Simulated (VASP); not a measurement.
# Pd (P6_3/mmc) in VASP: notebook

Pd is run at these levels: PBEsol; tasks: single point.

Program: VASP 6.6.1. These are calculated values, not measurements. Logs are shortened: lines on timing, memory, paths and dates and some standing lists are left out, and cuts for length are marked.

## (1) The cell of the first run

Symmetry: P6_3/mmc, No. 194, hexagonal system. Conventional cell: a = 2.726 Å, b = 2.726 Å, c = 4.550 Å, α = 90.00°, β = 90.00°, γ = 120.00°. Pd (site symmetry -6m2) has 12 Pd at 2.73 to 2.77 Å within 3.6 Å.

## (2) Single point, PBEsol

The input, INCAR:

```
PREC     = Accurate       # precision mode
ENCUT    = 520            # plane-wave cutoff, eV
EDIFF    = 1E-6           # SCF threshold, eV
ISMEAR   = -1             # smearing method
SIGMA    = 0.1            # smearing width, eV
LREAL    = False          # projectors in reciprocal space
LASPH    = True           # aspherical terms in the spheres
NELM     = 100            # most SCF steps
ALGO     = Normal         # electronic algorithm
ISIF     = 2              # what is computed and relaxed
LWAVE    = False          # write WAVECAR
LCHARG   = False          # write CHGCAR
GGA      = PS             # functional
NBANDS   = 17             # bands
```

The input, KPOINTS:

```
regular mesh
0
Gamma
  15 15 8
```

The input, POSCAR:

```
Pd
1.0
    2.7263284363      0.0000000000      0.0000000000
   -1.3631642181      2.3610696849      0.0000000000
    0.0000000000      0.0000000000      4.5501402901
Pd
2
Direct
    0.3333333333      0.6666666667      0.2500000000
    0.6666666667      0.3333333333      0.7500000000
```

Potentials or basis: VASP PAW PBE potentials, release 64 (Pd).

On the command line:

```
$ cat potpaw_PBE.64/Pd/POTCAR > POTCAR
$ mpirun -np 1 vasp_std > vasp.out
```

OUTCAR:

```text
PREC = Accurate
   ENCUT = 520
   EDIFF = 1E-6
   ISMEAR = -1
   LREAL = False
   LASPH = True
   NELM = 100
   ISIF = 2
   GGA = PS

 ion  position               nearest neighbor table
   1  0.333  0.667  0.250-   2 2.77   2 2.77   2 2.77   2 2.77   2 2.77   2 2.77
   2  0.667  0.333  0.750-   1 2.77   1 2.77   1 2.77   1 2.77   1 2.77   1 2.77

  LATTYP: Found a hexagonal cell.
 ALAT       =     2.7263284363
 C/A-ratio  =     1.6689626347

  Lattice vectors:

 A1 = (   2.7263284363,   0.0000000000,   0.0000000000)
 A2 = (  -1.3631642181,   2.3610696849,   0.0000000000)
 A3 = (   0.0000000000,   0.0000000000,   4.5501402901)

Analysis of symmetry for initial positions (statically):
=====================================================================
 Subroutine PRICEL returns:
 Original cell was already a primitive cell.

 Routine SETGRP: Setting up the symmetry group for a
 hexagonal supercell.

 Subroutine GETGRP returns: Found 24 space group operations
 (whereof 12 operations were pure point group operations)
 out of a pool of 24 trial point group operations.

The static configuration has the point symmetry D_3d.
 The point group associated with its full space group is D_6h.

Analysis of symmetry for dynamics (positions and initial velocities):
=====================================================================
 Subroutine PRICEL returns:
 Original cell was already a primitive cell.

 Routine SETGRP: Setting up the symmetry group for a
 hexagonal supercell.

 Subroutine GETGRP returns: Found 24 space group operations
 (whereof 12 operations were pure point group operations)
 out of a pool of 24 trial point group operations.

The dynamic configuration has the point symmetry D_3d.
 The point group associated with its full space group is D_6h.

 Subroutine INISYM returns: Found 24 space group operations
 (whereof 12 operations are pure point group operations),
 and found     1 'primitive' translations

----------------------------------------------------------------------------------------

                                     Primitive cell

  volume of cell :      29.2895

  direct lattice vectors                    reciprocal lattice vectors
     2.726328436  0.000000000  0.000000000     0.366793665  0.211768421  0.000000000
    -1.363164218  2.361069685  0.000000000     0.000000000  0.423536843  0.000000000
     0.000000000  0.000000000  4.550140290     0.000000000  0.000000000  0.219773444

  length of vectors
     2.726328436  2.726328436  4.550140290     0.423536843  0.423536843  0.219773444

  position of ions in fractional coordinates (direct lattice)
     0.333333333  0.666666667  0.250000000
     0.666666667  0.333333333  0.750000000

  ion indices of the primitive-cell ions
   primitive index   ion index
                 1           1
                 2           2

----------------------------------------------------------------------------------------

 KPOINTS: regular mesh

Automatic generation of k-mesh.
 Grid dimensions read from file:
 generate k-points for:   15   15    8

 Generating k-lattice:

  Cartesian coordinates                     Fractional coordinates (reciprocal lattice)
     0.024452911  0.014117895  0.000000000     0.066666667  0.000000000  0.000000000
     0.000000000  0.028235790  0.000000000     0.000000000  0.066666667  0.000000000
     0.000000000  0.000000000  0.027471680     0.000000000  0.000000000  0.125000000

  Length of vectors
     0.028235790  0.028235790  0.027471680

  Shift w.r.t. Gamma in fractional coordinates (k-lattice)
     0.000000000  0.000000000  0.000000000

 Subroutine IBZKPT returns following result:
 ===========================================

 Found    135 irreducible k-points:

 Following reciprocal coordinates:
            Coordinates               Weight
  0.000000  0.000000  0.000000      1.000000
  0.066667  0.000000  0.000000      6.000000
  0.133333  0.000000  0.000000      6.000000
  0.200000  0.000000  0.000000      6.000000
  0.266667  0.000000  0.000000      6.000000
  0.333333  0.000000  0.000000      6.000000
[... 16 lines left out ...]
  0.333333  0.200000  0.000000     12.000000
  0.400000  0.200000  0.000000      6.000000
 [... further k-points ...]
   k-points           NKPTS =    135   k-points in BZ     NKDIM =    135   number of bands    NBANDS=     17
   number of dos      NEDOS =    301   number of ions     NIONS =      2
   total plane-waves  NPLWV =  14400
   dimension x,y,z NGX =    20 NGY =   20 NGZ =   36
   dimension x,y,z NGXF=    40 NGYF=   40 NGZF=   72
   ions per type =               2
   NGX,Y,Z   is equivalent  to a cutoff of  12.20, 12.20, 13.15 a.u.
   NGXF,Y,Z  is equivalent  to a cutoff of  24.39, 24.39, 26.31 a.u.
 SYSTEM =  unknown system
   PREC   = accura    normal or accurate (medium, high low for compatibility)
   ISTART =      0    job   : 0-new  1-cont  2-samecut
   ICHARG =      2    charge: 1-file 2-atom 10-const
   ISPIN  =      1    spin polarized calculation?
   LNONCOLLINEAR =      F non collinear calculations
   LSORBIT =      F    spin-orbit coupling
   LASPH  =      T    aspherical Exc in radial PAW
   ENCUT  =  520.0 eV  38.22 Ry    6.18 a.u.   5.07  5.07  8.46*2*pi/ulx,y,z
   NELM   =    100;   NELMIN=  2; NELMDL= -5     # of ELM steps
   EDIFF  = 0.1E-05   stopping-criterion for ELM
   LREAL  =      F    real-space projection
   EDIFFG = 0.1E-04   stopping-criterion for IOM
   NSW    =      0    number of steps for IOM
   IBRION =     -1    ionic relax: 0-MD 1-quasi-New 2-CG
   NFREE  =      0    steps in history (QN), initial steepest desc. (CG)
   ISIF   =      2    stress and relaxation
   ISYM   =      2    0-nonsym 1-usesym 2-fastsym
   POTIM  = 0.5000    time-step for ionic-motion
   TEBEG  =    0.0;   TEEND  =   0.0 temperature during run
   PSTRESS=    0.0 pullay stress
   NELECT =      20.0000    total number of electrons
   NUPDOWN=      -1.0000    fix difference up-down
   EMIN   =  10.00;   EMAX   =-10.00  energy-range for DOS
   EFERMI =   0.00;   METHOD = LEGACY
   ISMEAR =    -1;   SIGMA  =   0.10  broadening in eV -4-tet -1-fermi 0-gaus
   EFERMI_NEDOS =   21; number of points for ismear=-14 and -15
   IALGO  =     38    algorithm
   IMIX   =      4    mixing-type and parameters
     AMIX     =   0.40;   BMIX     =  1.00
     AMIX_MAG =   1.60;   BMIX_MAG =  1.00
  volume/ion in A,a.u.               =      14.64        98.83
  Fermi-wavevector in a.u.,A,eV,Ry     =   1.441609  2.724247 28.276136  2.078237
  Thomas-Fermi vector in A             =   2.560222
   LORBIT       =      0    0 simple, 1 ext, 2 COOP (PROOUT), +10 PAW based schemes
   GGA     = PS    functional components
   LHFCALC =     F    Hartree Fock is set to
   AEXX    =    0.0000 exact exchange contribution
   IVDW    =     0    specifies the selected vdW correction
   LEPSILON=     F    determine dielectric tensor
   LRPA    =     F    only Hartree local field effects (RPA)
 non-spin polarized calculation
  energy-cutoff  :      520.00
  volume of cell :       29.29
 maximum number of plane-waves:       803
   NGX = 11   NGY = 11   NGZ = 17

 number of electron      19.9999998 magnetization

 Free energy of the ion-electron system (eV)
  ---------------------------------------------------
  ext. energy  EPLUGINS =         0.00000000
  ---------------------------------------------------
  free energy    TOTEN  =       -11.92662339 eV

  energy without entropy =      -11.79204277  energy(sigma->0) =      -11.85933308

 E-fermi :   9.7753     XC(G=0): -13.4226

 val. band max:        9.7748936793   @ k =   0.4000   0.0000   0.0000
 cond. band min:       9.7777044291   @ k =   0.2000   0.1333   0.3750
 fundamental gap:      0.0028107498
 Fermi energy:         9.7752744416

 k-point     1 :       0.0000    0.0000    0.0000
  band No.  band energies     occupation
      1       2.4460      2.00000
      2       4.3308      2.00000
      3       6.7286      2.00000
      4       6.9605      2.00000
      5       6.9605      2.00000
      6       7.3203      2.00000
[... 9 lines left out ...]
     16      29.3284      0.00000
     17      32.2166      0.00000

 k-point     2 :       0.0667    0.0000    0.0000
  band No.  band energies     occupation
      1       2.5934      2.00000
      2       4.4382      2.00000
      3       6.6424      2.00000
      4       7.0295      2.00000
      5       7.0609      2.00000
      6       7.2698      2.00000
[... 9 lines left out ...]
     16      29.2477      0.00000
     17      31.2431      0.00000

 k-point     3 :       0.1333    0.0000    0.0000
  band No.  band energies     occupation
      1       3.0160      2.00000
      2       4.7199      2.00000
      3       6.4465      2.00000
      4       7.0672      2.00000
      5       7.3057      2.00000
      6       7.3533      2.00000
[... 9 lines left out ...]
     16      29.0528      0.00000
     17      29.5371      0.00000

 k-point     4 :       0.2000    0.0000    0.0000
  band No.  band energies     occupation
      1       3.6416      2.00000
      2       5.0119      2.00000
      3       6.3085      2.00000
      4       6.7082      2.00000
      5       6.9233      2.00000
      6       7.6079      2.00000
[... 9 lines left out ...]
     16      28.7535      0.00000
     17      28.9256      0.00000

 k-point     5 :       0.2667    0.0000    0.0000
  band No.  band energies     occupation
      1       4.2921      2.00000
      2       5.0414      2.00000
      3       6.0358      2.00000
      4       6.4724      2.00000
      5       6.9082      2.00000
      6       7.3860      2.00000
[... 9 lines left out ...]
     16      27.2306      0.00000
     17      28.9043      0.00000

 k-point     6 :       0.3333    0.0000    0.0000
  band No.  band energies     occupation
      1       4.6433      2.00000
      2       4.9080      2.00000
      3       5.5093      2.00000
      4       6.8985      2.00000
      5       7.1448      2.00000
      6       7.1927      2.00000
[... 9 lines left out ...]
     16      25.8308      0.00000
     17      27.1075      0.00000

 k-point     7 :       0.4000    0.0000    0.0000
  band No.  band energies     occupation
      1       4.5634      2.00000
      2       4.8960      2.00000
      3       5.1506      2.00000
      4       7.0516      2.00000
      5       7.2604      2.00000
      6       7.3147      2.00000
[... 9 lines left out ...]
     16      24.5625      0.00000
     17      24.8361      0.00000

 k-point     8 :       0.4667    0.0000    0.0000
  band No.  band energies     occupation
      1       4.4611      2.00000
      2       4.8801      2.00000
      3       4.9691      2.00000
      4       6.9774      2.00000
      5       7.1760      2.00000
      6       7.5104      2.00000
[... 9 lines left out ...]
     16      23.2517      0.00000
     17      23.6146      0.00000
[... 203 lines left out ...]
      1       4.9392      2.00000
      2       5.1834      2.00000
      3       5.2225      2.00000
      4       6.8136      2.00000
      5       6.9460      2.00000
      6       7.3128      2.00000
[... 9 lines left out ...]
     16      24.8279      0.00000
     17      25.1005      0.00000

 k-point    20 :       0.4000    0.1333    0.0000
  band No.  band energies     occupation
      1       4.8221      2.00000
      2       5.0268      2.00000
      3       5.2144      2.00000
      4       6.8337      2.00000
      5       7.1374      2.00000
      6       7.3164      2.00000
[... 9 lines left out ...]
     16      23.4130      0.00000
     17      23.8536      0.00000

 k-point    21 :       0.2000    0.2000    0.0000
  band No.  band energies     occupation
      1       5.2392      2.00000
      2       5.5749      2.00000
      3       5.6153      2.00000
      4       5.7883      2.00000
      5       6.7836      2.00000
      6       7.1399      2.00000
[... 9 lines left out ...]
     16      26.3801      0.00000
     17      28.0159      0.00000

 k-point    22 :       0.2667    0.2000    0.0000
  band No.  band energies     occupation
      1       5.2951      2.00000
      2       5.3745      2.00000
      3       5.5292      2.00000
      4       6.2589      2.00000
      5       6.6899      2.00000
      6       7.3780      2.00000
[... 9 lines left out ...]
     16      25.5803      0.00000
     17      26.4279      0.00000

 k-point    23 :       0.3333    0.2000    0.0000
  band No.  band energies     occupation
      1       5.1177      2.00000
      2       5.2495      2.00000
      3       5.5282      2.00000
      4       6.7042      2.00000
      5       6.7297      2.00000
      6       7.1542      2.00000
[... 9 lines left out ...]
     16      24.3988      0.00000
     17      24.5413      0.00000

 k-point    24 :       0.4000    0.2000    0.0000
  band No.  band energies     occupation
      1       5.0570      2.00000
      2       5.1966      2.00000
      3       5.5243      2.00000
      4       6.7518      2.00000
      5       6.9081      2.00000
      6       7.0285      2.00000
[... 9 lines left out ...]
     16      23.2766      0.00000
     17      23.8641      0.00000

 [... further k-points ...]
[... 5 lines left out ...]
  --------------------------------------------------------------------------------------
  -------------------------------------------------------------------------------------
  Total       -0.0364077     -0.0364077     -0.1089754     -0.0000000     -0.0000000      0.0000000
  in kB       -1.9915526     -1.9915526     -5.9611139     -0.0000000     -0.0000000      0.0000000
  external PRESSURE =      -3.3147397 kB  Pullay stress =       0.0000000 kB

 VOLUME and BASIS-vectors are now :
 -----------------------------------------------------------------------------
  energy-cutoff  :      520.00
  volume of cell :       29.29
      direct lattice vectors                 reciprocal lattice vectors
     2.726328436  0.000000000  0.000000000     0.366793665  0.211768421  0.000000000
    -1.363164218  2.361069685  0.000000000     0.000000000  0.423536843  0.000000000
     0.000000000  0.000000000  4.550140290     0.000000000  0.000000000  0.219773444

 POSITION                                       TOTAL-FORCE (eV/Angst)
 -----------------------------------------------------------------------------------
     -0.00000      1.57405      1.13754         0.000000     -0.000000      0.000000
      1.36316      0.78702      3.41261         0.000000      0.000000      0.000000
 -----------------------------------------------------------------------------------
    total drift:                               -0.000000      0.000000     -0.000000

  FREE ENERGIE OF THE ION-ELECTRON SYSTEM (eV)
  ---------------------------------------------------
  free  energy   TOTEN  =       -11.9266233922 eV

  energy  without entropy=      -11.7920427695  energy(sigma->0) =      -11.85933308
```

Wall time 41 s (1 thread of Intel Xeon Platinum 8259CL at 2.50GHz (Skylake/Cascade Lake), shared host); peak memory 0.18 GiB.

Results:

```
Free energy            : -11.9266 eV
Pressure               : -0.3 GPa
Band gap on the k mesh : zero (band 10 reaches 9.95 eV, above the bottom of band 11 at 9.04 eV)
```

Caveat: the PAW data sets were made with another functional, which shifts forces and pressure a little.

## (3) Single point, PBEsol (volume scaled by 1.04)

The input, INCAR:

```
PREC = Accurate
ENCUT = 520
EDIFF = 1E-6
ISMEAR = -1
SIGMA = 0.1
LREAL = False
LASPH = True
NELM = 100
ALGO = Normal
ISIF = 2
LWAVE = False
LCHARG = True
GGA = PS
LELF = True
LVHAR = True
NBANDS = 17
```

The input, KPOINTS:

```
Automatic mesh
0
Gamma
  15 15 8
```

The input, POSCAR:

```
Pd
1.0
    2.7622052931      0.0000000000      0.0000000000
   -1.3811026466      2.3921399543      0.0000000000
    0.0000000000      0.0000000000      4.6100174237
Pd
2
Direct
    0.3333333333      0.6666666667      0.2500000000
    0.6666666667      0.3333333333      0.7500000000
```

Potentials or basis: VASP PAW PBE potentials, release 64 (Pd).

On the command line:

```
$ cat potpaw_PBE.64/Pd/POTCAR > POTCAR
$ mpirun -np 1 vasp_std > vasp.out
```

Run time: 55 s. Hardware: 1 thread of Intel Xeon Platinum 8259CL at 2.50GHz (Skylake/Cascade Lake), shared host; peak memory 0.19 GiB.

The run converged. Its results:

```yaml
Free_energy: -11.8983 eV
Pressure: -7.3 GPa
Band_gap_on_the_k_mesh: zero (band 10 reaches 9.28 eV, above the bottom of band 11 at 8.42 eV)
```

Stress tensor (GPa, compression positive):
```
-7.22  0.00  0.00
 0.00 -7.22  0.00
 0.00  0.00 -7.51
```

Levels at points of the mesh, in eV from the Fermi level:
```tsv
k point	band 6	band 7	band 8	band 9	band 10	band 11	band 12	band 13	band 14	band 15
(0.00, 0.00, 0.00)	-2.31	-2.31	-1.62	-1.62	-0.25	-0.25	0.78	6.66	17.03	18.56
(0.00, 0.00, 0.50)	-2.68	-2.68	-2.68	-0.70	-0.70	-0.70	-0.70	13.70	13.70	17.52
```

Caveat: the PAW data sets were made with another functional, which shifts forces and pressure a little.

[end of part 1 of 2]
